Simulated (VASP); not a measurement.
Ti, 2 atoms in the cell. The structure is hexagonal, space group P6_3/mmc (No. 194). Conventional cell: a = 2.681 Å, b = 2.681 Å, c = 4.299 Å, α = 90.00°, β = 90.00°, γ = 120.00°. Within 3.5 Å of Ti (site symmetry -6m2) lie 12 Ti at 2.65 to 2.68 Å. 

```yaml
Program: VASP 6.6.1
Task: single point
Functional: PBEsol
Potentials_or_basis: VASP PAW PBE potentials, release 64 (Ti_sv)
Cutoff: 520 eV
k_mesh: 15 × 15 × 8
Occupations: fermi-dirac, width 0.05 eV
Spin: no spin polarisation
Dipole_correction: no
Further_INCAR_settings: ALGO = Normal; EDIFF = 1e-06; NBANDS = 19
```

Potentials or basis: VASP PAW PBE potentials, release 64 (Ti_sv).

The run is started by

```bash
$ cat potpaw_PBE.64/Ti_sv/POTCAR > POTCAR
$ mpirun -np 1 vasp_std > vasp.out
```

Hardware: 1 thread of AMD EPYC 7R43 64-Core Processor (Zen 3) (shared host).

**Question.** How long does it take, and how much memory?

**Answer.** It took 53 s on 1 thread of AMD EPYC 7R43 64-Core Processor (Zen 3), on a shared host, peak memory 0.13 GiB. Counts: scf iterations 13, k points 135.
